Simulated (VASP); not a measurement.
# Be2Ge (Fm-3m) in VASP: further runs

Runs on Be2Ge. Level: PBE. Tasks: single point, relaxation of cell and atoms.

Everything below comes from runs of VASP 6.6.1. Logs are shortened: lines on timing, memory, paths and dates and some standing lists are left out, and cuts for length are marked.

## Step 1: The cell of the first run

The structure is cubic, space group Fm-3m (No. 225). Conventional cell: a = 5.373 Å, b = 5.373 Å, c = 5.373 Å, α = 90.00°, β = 90.00°, γ = 90.00°. Be (site symmetry -43m) has 4 Ge at 2.33 Å and 6 Be at 2.69 Å within 3.1 Å. Ge (site symmetry m-3m) has 8 Be at 2.33 Å within 3.1 Å.

## Step 2: Single point, PBE

INCAR reads:

```
SYSTEM = Be2Ge
  ALGO = Fast
  EDIFF = 1E-7
  ENCUT = 520
  GGA = PE
  ISIF = 2
  ISMEAR = -1
  LASPH = .True.
  LCHARG = .False.
  LREAL = .False.
  LWAVE = .False.
  NBANDS = 16
  NELM = 100
  PREC = Accurate
  SIGMA = 0.15
```

KPOINTS reads:

```
k-points
0
Gamma
  14 14 14
  0 0 0
```

POSCAR reads:

```
Be2Ge
1.0
    0.0000000000      2.6862698994      2.6862698994
    2.6862698994      0.0000000000      2.6862698994
    2.6862698994      2.6862698994      0.0000000000
Be Ge
2 1
Direct
    0.7500000000      0.7500000000      0.7500000000
    0.2500000000      0.2500000000      0.2500000000
    0.0000000000      0.0000000000      0.0000000000
```

Potentials or basis: VASP PAW PBE potentials, release 64 (Be, Ge_d).

On the command line:

```
cat potpaw_PBE.64/Be/POTCAR potpaw_PBE.64/Ge_d/POTCAR > POTCAR
mpirun -np 1 vasp_std > vasp.out
```

OUTCAR:

```text
SYSTEM = Be2Ge
   EDIFF = 1E-7
   ENCUT = 520
   GGA = PE
   ISIF = 2
   ISMEAR = -1
   LASPH = .True.
   LREAL = .False.
   NELM = 100
   PREC = Accurate

 ion  position               nearest neighbor table
   1  0.750  0.750  0.750-   3 2.33   3 2.33   3 2.33   3 2.33
   2  0.250  0.250  0.250-   3 2.33   3 2.33   3 2.33   3 2.33
   3  0.000  0.000  0.000-   1 2.33   1 2.33   1 2.33   1 2.33   2 2.33   2 2.33   2 2.33   2 2.33

  LATTYP: Found a face centered cubic cell.
 ALAT       =     5.3725397988

  Lattice vectors:

 A1 = (   0.0000000000,   2.6862698994,   2.6862698994)
 A2 = (   2.6862698994,   0.0000000000,   2.6862698994)
 A3 = (   2.6862698994,   2.6862698994,   0.0000000000)

Analysis of symmetry for initial positions (statically):
=====================================================================
 Subroutine PRICEL returns:
 Original cell was already a primitive cell.

 Routine SETGRP: Setting up the symmetry group for a
 face centered cubic supercell.

 Subroutine GETGRP returns: Found 48 space group operations
 (whereof 48 operations were pure point group operations)
 out of a pool of 48 trial point group operations.

The static configuration has the point symmetry O_h .

Analysis of symmetry for dynamics (positions and initial velocities):
=====================================================================
 Subroutine PRICEL returns:
 Original cell was already a primitive cell.

 Routine SETGRP: Setting up the symmetry group for a
 face centered cubic supercell.

 Subroutine GETGRP returns: Found 48 space group operations
 (whereof 48 operations were pure point group operations)
 out of a pool of 48 trial point group operations.

The dynamic configuration has the point symmetry O_h .

 Subroutine INISYM returns: Found 48 space group operations
 (whereof 48 operations are pure point group operations),
 and found     1 'primitive' translations

----------------------------------------------------------------------------------------

                                     Primitive cell

  volume of cell :      38.7685

  direct lattice vectors                    reciprocal lattice vectors
     0.000000000  2.686269899  2.686269899    -0.186131706  0.186131706  0.186131706
     2.686269899  0.000000000  2.686269899     0.186131706 -0.186131706  0.186131706
     2.686269899  2.686269899  0.000000000     0.186131706  0.186131706 -0.186131706

  length of vectors
     3.798959324  3.798959324  3.798959324     0.322389572  0.322389572  0.322389572

  position of ions in fractional coordinates (direct lattice)
     0.750000000  0.750000000  0.750000000
     0.250000000  0.250000000  0.250000000
     0.000000000  0.000000000  0.000000000
[... 83 lines left out ...]
   NFREE  =      0    steps in history (QN), initial steepest desc. (CG)
   ISIF   =      2    stress and relaxation
   ISYM   =      2    0-nonsym 1-usesym 2-fastsym
   POTIM  = 0.5000    time-step for ionic-motion
   TEBEG  =    0.0;   TEEND  =   0.0 temperature during run
   PSTRESS=    0.0 pullay stress
   NELECT =      18.0000    total number of electrons
   NUPDOWN=      -1.0000    fix difference up-down
   EMIN   =  10.00;   EMAX   =-10.00  energy-range for DOS
   EFERMI =   0.00;   METHOD = LEGACY
   ISMEAR =    -1;   SIGMA  =   0.15  broadening in eV -4-tet -1-fermi 0-gaus
   EFERMI_NEDOS =   21; number of points for ismear=-14 and -15
   IALGO  =     68    algorithm
   IMIX   =      4    mixing-type and parameters
     AMIX     =   0.40;   BMIX     =  1.00
     AMIX_MAG =   1.60;   BMIX_MAG =  1.00
  volume/ion in A,a.u.               =      12.92        87.21
  Fermi-wavevector in a.u.,A,eV,Ry     =   1.267669  2.395548 21.864369  1.606986
  Thomas-Fermi vector in A             =   2.400805
   LORBIT       =      0    0 simple, 1 ext, 2 COOP (PROOUT), +10 PAW based schemes
   GGA     = PE    functional components
   LHFCALC =     F    Hartree Fock is set to
   AEXX    =    0.0000 exact exchange contribution
   IVDW    =     0    specifies the selected vdW correction
   LEPSILON=     F    determine dielectric tensor
   LRPA    =     F    only Hartree local field effects (RPA)
 non-spin polarized calculation
 RMM-DIIS sequential band-by-band and
  energy-cutoff  :      520.00
  volume of cell :       38.77
 maximum number of plane-waves:      1056
   NGX = 15   NGY = 15   NGZ = 15

 number of electron      17.9999990 magnetization

 Free energy of the ion-electron system (eV)
  ---------------------------------------------------
  ext. energy  EPLUGINS =         0.00000000
  ---------------------------------------------------
  free energy    TOTEN  =       -11.30325551 eV

  energy without entropy =      -11.28087777  energy(sigma->0) =      -11.29206664

 E-fermi :   6.4313     XC(G=0): -10.3516

 val. band max:        6.4174666389   @ k =   0.5000   0.5000   0.0000
 cond. band min:       6.4465211502   @ k =   0.4286   0.4286   0.0000
 fundamental gap:      0.0290545113
 Fermi energy:         6.4313454204

 k-point     1 :       0.0000    0.0000    0.0000
  band No.  band energies     occupation
      1     -18.3303      2.00000
      2     -18.3303      2.00000
      3     -18.3303      2.00000
      4     -18.2840      2.00000
      5     -18.2840      2.00000
      6      -6.2474      2.00000
[... 433 lines left out ...]
      3     -18.3227      2.00000
      4     -18.2861      2.00000
      5     -18.2817      2.00000
      6      -5.3338      2.00000
[... 8 lines left out ...]
     15      14.5646      0.00000
     16      14.6677      0.00000

 [... further k-points ...]

------------------------ aborting loop because EDIFF is reached ----------------------------------------

  FORCE on cell =-STRESS in cart. coord.  units (eV):
  Direction    XX          YY          ZZ          XY          YZ          ZX
  --------------------------------------------------------------------------------------
  -------------------------------------------------------------------------------------
  Total        0.0148997      0.0148997      0.0148997     -0.0000000     -0.0000000     -0.0000000
  in kB        0.6157573      0.6157573      0.6157573     -0.0000000     -0.0000000     -0.0000000
  external PRESSURE =       0.6157573 kB  Pullay stress =       0.0000000 kB

 VOLUME and BASIS-vectors are now :
 -----------------------------------------------------------------------------
  energy-cutoff  :      520.00
  volume of cell :       38.77
      direct lattice vectors                 reciprocal lattice vectors
     0.000000000  2.686269899  2.686269899    -0.186131706  0.186131706  0.186131706
     2.686269899  0.000000000  2.686269899     0.186131706 -0.186131706  0.186131706
     2.686269899  2.686269899  0.000000000     0.186131706  0.186131706 -0.186131706

 POSITION                                       TOTAL-FORCE (eV/Angst)
 -----------------------------------------------------------------------------------
      4.02940      4.02940      4.02940         0.000000      0.000000      0.000000
      1.34313      1.34313      1.34313        -0.000000     -0.000000     -0.000000
      0.00000      0.00000      0.00000         0.000000      0.000000      0.000000
 -----------------------------------------------------------------------------------
    total drift:                               -0.000000     -0.000000      0.000000

  FREE ENERGIE OF THE ION-ELECTRON SYSTEM (eV)
  ---------------------------------------------------
  free  energy   TOTEN  =       -11.3032555052 eV

  energy  without entropy=      -11.2808777698  energy(sigma->0) =      -11.29206664
```

stdout:

```text
POSCAR found type information on POSCAR BeGe
 POSCAR found :  2 types and       3 ions
 scaLAPACK will be used
 LDA part: xc-table for (Slater+PW92), standard interpolation
 POSCAR, INCAR and KPOINTS ok, starting setup
 FFT: planning ... GRIDC
 FFT: planning ... GRID_SOFT
 FFT: planning ... GRID
 WAVECAR not read
 entering main loop
WARNING in EDDRMM: call to ZHEGV failed, returncode =   6  3     15
WARNING in EDDRMM: call to ZHEGV failed, returncode =   6  3     11
WARNING in EDDRMM: call to ZHEGV failed, returncode =   6  3     10
WARNING in EDDRMM: call to ZHEGV failed, returncode =   6  3     14
WARNING in EDDRMM: call to ZHEGV failed, returncode =   6  3     13
 num prob WARNING in EDDRMM: call to ZHEGV failed, returncode =   8  4     13
 num prob WARNING in EDDRMM: call to ZHEGV failed, returncode =   8  4     11
 num prob WARNING in EDDRMM: call to ZHEGV failed, returncode =   8  4     16
```

It took 2 min on 1 thread of AMD EPYC 7R13, shared host; peak memory 0.17 GiB.

Results:

* Free energy: -11.3033 eV
* Pressure: 0.1 GPa
* Band gap on the k mesh: zero (band 9 reaches 7.02 eV, above the bottom of band 10 at 6.42 eV)

## Step 3: Relaxation of cell and atoms, PBE

INCAR reads:

```
SYSTEM = Be2Ge
PREC = Accurate ; ENCUT = 600
EDIFF = 1E-7 ; ISMEAR = -1
SIGMA = 0.15 ; LREAL = .False.
LASPH = .True. ; NELM = 60
ALGO = Normal ; ISIF = 3
LWAVE = .False. ; LCHARG = .False.
GGA = PE ; IBRION = 2
NSW = 80 ; EDIFFG = -0.001
```

KPOINTS reads:

```
Automatic mesh
0
Gamma
  14 14 14
  0 0 0
```

POSCAR reads:

```
Be2Ge
1.0
    0.0000000000      2.6854926971      2.6854926971
    2.6854926971      0.0000000000      2.6854926971
    2.6854926971      2.6854926971      0.0000000000
Be Ge
2 1
Direct
    0.7500000000      0.7500000000      0.7500000000
    0.2500000000      0.2500000000      0.2500000000
    0.0000000000      0.0000000000      0.0000000000
```

Potentials or basis: VASP PAW PBE potentials, release 64 (Be, Ge_d).

On the command line:

```
cat potpaw_PBE.64/Be/POTCAR potpaw_PBE.64/Ge_d/POTCAR > POTCAR
mpirun -np 1 vasp_std > vasp.out
```

Wall time 2.5 min (1 thread of AMD EPYC 7R13, shared host); peak memory 0.19 GiB.

The run converged. Its results:

| Item | Value |
| --- | --- |
| Free energy | -11.3034 eV |
| Relaxed volume | 12.94 Å³/atom |
| Relaxed cell | a = 3.800 Å, b = 3.800 Å, c = 3.800 Å, α = 60.00°, β = 60.00°, γ = 60.00° |
| Space group after relaxing (to 0.05 Å) | Fm-3m (No. 225) |
| Energy gained by relaxing | 0.0 meV/atom |
| Ionic steps | 2 |
| Pressure after relaxing | 0.0 GPa |
| Band gap on the k mesh | zero (band 9 reaches 7.01 eV, above the bottom of band 10 at 6.41 eV) |

Final structure:
```xyz
3
Lattice="0.0000 2.6872 2.6872 2.6872 0.0000 2.6872 2.6872 2.6872 0.0000" Properties=species:S:1:pos:R:3 pbc="T T T"
Be    4.0308    4.0308    4.0308
Be    1.3436    1.3436    1.3436
Ge    5.3744    2.6872    2.6872
```

Levels at points of the mesh, in eV from the Fermi level:
```
           k point  band 7  band 8  band 9  band 10  band 11  band 12
(0.00, 0.00, 0.00)    0.59    0.59    0.59     0.74     0.74     0.74
(0.50, 0.00, 0.00)   -7.50   -1.61   -1.61     1.55     1.55     2.11
(0.50, 0.50, 0.00)   -6.66   -4.09   -4.09    -0.01     0.13     7.97
```
